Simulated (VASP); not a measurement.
A run of VASP 6.6.1 is set up as follows.

The input INCAR:

```
PREC = Accurate
ENCUT = 520
EDIFF = 1E-6
ISMEAR = -1
SIGMA = 0.05
LREAL = False
LASPH = True
NELM = 80
ALGO = Normal
ISIF = 2
LWAVE = False
LCHARG = False
GGA = PS
NBANDS = 26
```

File KPOINTS:

```
regular mesh
0
Gamma
  11 11 11
```

File POSCAR:

```
NbP
1.0
   -1.6969642459      1.6969642459      5.8156445774
    1.6969642459     -1.6969642459      5.8156445774
    1.6969642459      1.6969642459     -5.8156445774
Nb P
2 2
Direct
    0.2498808000      0.7498808000      0.5000000000
    0.4998808000      0.4998808000      0.0000000000
    0.8327477700      0.3327477700      0.5000000000
    0.0827477700      0.0827477700      0.0000000000
```

Potentials or basis: VASP PAW PBE potentials, release 64 (Nb_sv, P).

Launch:

```console
$ cat potpaw_PBE.64/Nb_sv/POTCAR potpaw_PBE.64/P/POTCAR > POTCAR
$ mpirun -np 1 vasp_std > vasp.out
```

Q: What does it give for the band gap on the k mesh?

A: Zero (filled and empty bands overlap).

Q: Predict the pressure.

A: -12.9 GPa.

Q: Estimate the largest force.

A: 0.004 eV/Å.

Stress tensor (GPa, compression positive):
```
-13.19   0.00   0.00
  0.00 -13.19   0.00
  0.00   0.00 -12.38
```

Caveat: the PAW data sets were made with another functional, which shifts forces and pressure a little.
